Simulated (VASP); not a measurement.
# AgS (Fm-3m) in VASP: notebook, part 2 of 2

VASP 6.6.1. The steps go on from the part before.

### 3 Single point, PBE (volume scaled by 1.03)

Contents of INCAR:

```
SYSTEM = AgS
PREC = Accurate ; ENCUT = 520
EDIFF = 1E-6 ; ISMEAR = 0
SIGMA = 0.1 ; LREAL = .False.
LASPH = .True. ; NELM = 80
ALGO = Normal ; ISIF = 2
LWAVE = .False. ; LCHARG = .True.
GGA = PE ; LELF = .True.
LVHAR = .True. ; NBANDS = 16
```

Contents of KPOINTS:

```
Automatic mesh
0
Gamma
  18 18 18
  0 0 0
```

Contents of POSCAR:

```
AgS
1.0
    0.0000000000      2.6675964225      2.6675964225
    2.6675964225      0.0000000000      2.6675964225
    2.6675964225      2.6675964225      0.0000000000
Ag S
1 1
Direct
    0.0000000000      0.0000000000      0.0000000000
    0.5000000000      0.5000000000      0.5000000000
```

Potentials or basis: VASP PAW PBE potentials, release 64 (Ag, S).

The run is started by

```sh
> cat potpaw_PBE.64/Ag/POTCAR potpaw_PBE.64/S/POTCAR > POTCAR
> mpirun -np 1 vasp_std > vasp.out
```

OUTCAR:

```text
SYSTEM = AgS
   PREC = Accurate
   ENCUT = 520
   EDIFF = 1E-6
   ISMEAR = 0
   LREAL = .False.
   LASPH = .True.
   NELM = 80
   ISIF = 2
   GGA = PE

 ion  position               nearest neighbor table
   1  0.000  0.000  0.000-   2 2.67   2 2.67   2 2.67   2 2.67   2 2.67   2 2.67
   2  0.500  0.500  0.500-   1 2.67   1 2.67   1 2.67   1 2.67   1 2.67   1 2.67

  LATTYP: Found a face centered cubic cell.
 ALAT       =     5.3351928450

  Lattice vectors:

 A1 = (   0.0000000000,   2.6675964225,   2.6675964225)
 A2 = (   2.6675964225,   0.0000000000,   2.6675964225)
[... 642 lines left out ...]

  FORCE on cell =-STRESS in cart. coord.  units (eV):
  Direction    XX          YY          ZZ          XY          YZ          ZX
  --------------------------------------------------------------------------------------
  -------------------------------------------------------------------------------------
  Total       -0.5795885     -0.5795885     -0.5795885     -0.0000000     -0.0000000      0.0000000
  in kB      -24.4590718    -24.4590718    -24.4590718     -0.0000000     -0.0000000      0.0000000
  external PRESSURE =     -24.4590718 kB  Pullay stress =       0.0000000 kB

 VOLUME and BASIS-vectors are now :
 -----------------------------------------------------------------------------
  energy-cutoff  :      520.00
  volume of cell :       37.97
      direct lattice vectors                 reciprocal lattice vectors
     0.000000000  2.667596422  2.667596422    -0.187434649  0.187434649  0.187434649
     2.667596422  0.000000000  2.667596422     0.187434649 -0.187434649  0.187434649
     2.667596422  2.667596422  0.000000000     0.187434649  0.187434649 -0.187434649

 POSITION                                       TOTAL-FORCE (eV/Angst)
 -----------------------------------------------------------------------------------
      0.00000      0.00000      0.00000         0.000000     -0.000000      0.000000
      2.66760      2.66760      2.66760        -0.000000      0.000000     -0.000000
 -----------------------------------------------------------------------------------
    total drift:                                0.000000      0.000000      0.000000

  FREE ENERGIE OF THE ION-ELECTRON SYSTEM (eV)
  ---------------------------------------------------
  free  energy   TOTEN  =        -6.6811212459 eV

  energy  without entropy=       -6.6753942774  energy(sigma->0) =       -6.67825776
```

stdout:

```text
POSCAR found type information on POSCAR AgS
 POSCAR found :  2 types and       2 ions
 scaLAPACK will be used
 LDA part: xc-table for (Slater+PW92), standard interpolation
 POSCAR, INCAR and KPOINTS ok, starting setup
 FFT: planning ... GRIDC
 FFT: planning ... GRID_SOFT
 FFT: planning ... GRID
 WAVECAR not read
 entering main loop
```

Run time: 65 s. Hardware: 1 thread of Intel Xeon Platinum 8488C (Sapphire Rapids), shared host; peak memory 0.24 GiB.

Results:

```yaml
Free_energy: -6.6811 eV
Pressure: -2.4 GPa
```

### 4 Single point, PBE (volume scaled by 1.06)

Contents of INCAR:

```
PREC = Accurate
ENCUT = 520
EDIFF = 1E-6
ISMEAR = 0
SIGMA = 0.1
LREAL = False
LASPH = True
NELM = 60
ALGO = Normal
ISIF = 2
LWAVE = False
LCHARG = False
GGA = PE
NBANDS = 16
```

Contents of KPOINTS:

```
Automatic mesh
0
Gamma
  18 18 18
```

Contents of POSCAR:

```
AgS
1.0
    0.0000000000      2.6932479617      2.6932479617
    2.6932479617      0.0000000000      2.6932479617
    2.6932479617      2.6932479617      0.0000000000
Ag S
1 1
Direct
    0.0000000000      0.0000000000      0.0000000000
    0.5000000000      0.5000000000      0.5000000000
```

Potentials or basis: VASP PAW PBE potentials, release 64 (Ag, S).

The run is started by

```sh
> cat potpaw_PBE.64/Ag/POTCAR potpaw_PBE.64/S/POTCAR > POTCAR
> mpirun -np 1 vasp_std > vasp.out
```

OUTCAR:

```text
PREC = Accurate
   ENCUT = 520
   EDIFF = 1E-6
   ISMEAR = 0
   LREAL = False
   LASPH = True
   NELM = 60
   ISIF = 2
   GGA = PE

 ion  position               nearest neighbor table
   1  0.000  0.000  0.000-   2 2.69   2 2.69   2 2.69   2 2.69   2 2.69   2 2.69
   2  0.500  0.500  0.500-   1 2.69   1 2.69   1 2.69   1 2.69   1 2.69   1 2.69

  LATTYP: Found a face centered cubic cell.
 ALAT       =     5.3864959234

  Lattice vectors:

 A1 = (   0.0000000000,   2.6932479617,   2.6932479617)
 A2 = (   2.6932479617,   0.0000000000,   2.6932479617)
 A3 = (   2.6932479617,   2.6932479617,   0.0000000000)

Analysis of symmetry for initial positions (statically):
=====================================================================
 Subroutine PRICEL returns:
 Original cell was already a primitive cell.

 Routine SETGRP: Setting up the symmetry group for a
 face centered cubic supercell.

 Subroutine GETGRP returns: Found 48 space group operations
 (whereof 48 operations were pure point group operations)
 out of a pool of 48 trial point group operations.

The static configuration has the point symmetry O_h .

Analysis of symmetry for dynamics (positions and initial velocities):
[... 161 lines left out ...]
 val. band max:        5.3000653834   @ k =   0.3889   0.1667   0.0000
 cond. band min:       5.3178508259   @ k =  -0.3889   0.1111   0.0000
 fundamental gap:      0.0177854425
 Fermi energy:         5.3009824610

 k-point     1 :       0.0000    0.0000    0.0000
  band No.  band energies     occupation
      1      -7.7538      2.00000
      2       1.5360      2.00000
      3       1.5360      2.00000
      4       1.5681      2.00000
      5       1.5681      2.00000
      6       1.5681      2.00000
[... 433 lines left out ...]
      3       0.8814      2.00000
      4       1.1120      2.00000
      5       1.7350      2.00000
      6       1.7873      2.00000
[... 8 lines left out ...]
     15      17.6790      0.00000
     16      18.1184      0.00000

 [... further k-points ...]

------------------------ aborting loop because EDIFF is reached ----------------------------------------

  FORCE on cell =-STRESS in cart. coord.  units (eV):
  Direction    XX          YY          ZZ          XY          YZ          ZX
  --------------------------------------------------------------------------------------
  -------------------------------------------------------------------------------------
  Total       -1.0562498     -1.0562498     -1.0562498     -0.0000000     -0.0000000      0.0000000
  in kB      -43.3129923    -43.3129923    -43.3129923     -0.0000000     -0.0000000      0.0000000
  external PRESSURE =     -43.3129923 kB  Pullay stress =       0.0000000 kB

 VOLUME and BASIS-vectors are now :
 -----------------------------------------------------------------------------
  energy-cutoff  :      520.00
  volume of cell :       39.07
      direct lattice vectors                 reciprocal lattice vectors
     0.000000000  2.693247962  2.693247962    -0.185649449  0.185649449  0.185649449
     2.693247962  0.000000000  2.693247962     0.185649449 -0.185649449  0.185649449
     2.693247962  2.693247962  0.000000000     0.185649449  0.185649449 -0.185649449

 POSITION                                       TOTAL-FORCE (eV/Angst)
 -----------------------------------------------------------------------------------
      0.00000      0.00000      0.00000        -0.000000      0.000000      0.000000
      2.69325      2.69325      2.69325         0.000000     -0.000000     -0.000000
 -----------------------------------------------------------------------------------
    total drift:                                0.000000      0.000000      0.000000

  FREE ENERGIE OF THE ION-ELECTRON SYSTEM (eV)
  ---------------------------------------------------
  free  energy   TOTEN  =        -6.6581072317 eV

  energy  without entropy=       -6.6521632270  energy(sigma->0) =       -6.65513523
```

Run time: 67 s. Hardware: 1 thread of Intel Xeon Platinum 8488C (Sapphire Rapids), shared host; peak memory 0.24 GiB.

Results:

```yaml
Free_energy: -6.6581 eV
Pressure: -4.3 GPa
```

Levels at points of the mesh, in eV from the Fermi level:
| k point | band 7 | band 8 | band 9 | band 10 | band 11 | band 12 |
| --- | --- | --- | --- | --- | --- | --- |
| (0.00, 0.00, 0.00) | -0.88 | -0.88 | -0.88 | 2.24 | 10.27 | 10.27 |
| (0.50, 0.00, 0.00) | -2.59 | 0.95 | 0.95 | 4.25 | 6.97 | 6.97 |
| (0.50, 0.50, 0.00) | -2.73 | -2.14 | -2.14 | 1.93 | 7.30 | 10.57 |

### 5 The runs side by side

| cell | gap on the mesh (eV) | pressure (GPa) |
| --- | --- | --- |
| a = 3.736 Å, angles 60.0°, 2 atoms | none | -0.2 |
| a = 3.773 Å, angles 60.0°, 2 atoms | none | -2.4 |
| a = 3.809 Å, angles 60.0°, 2 atoms | none | -4.3 |

Alike in all rows: task single point; level PBE; potentials or basis VASP PAW PBE potentials, release 64 (Ag, S); no spin polarisation; k mesh 18 × 18 × 18; cutoff (eV) 520; smearing gaussian 0.1 eV.

Absolute energies hang on the potentials; compare differences alone.
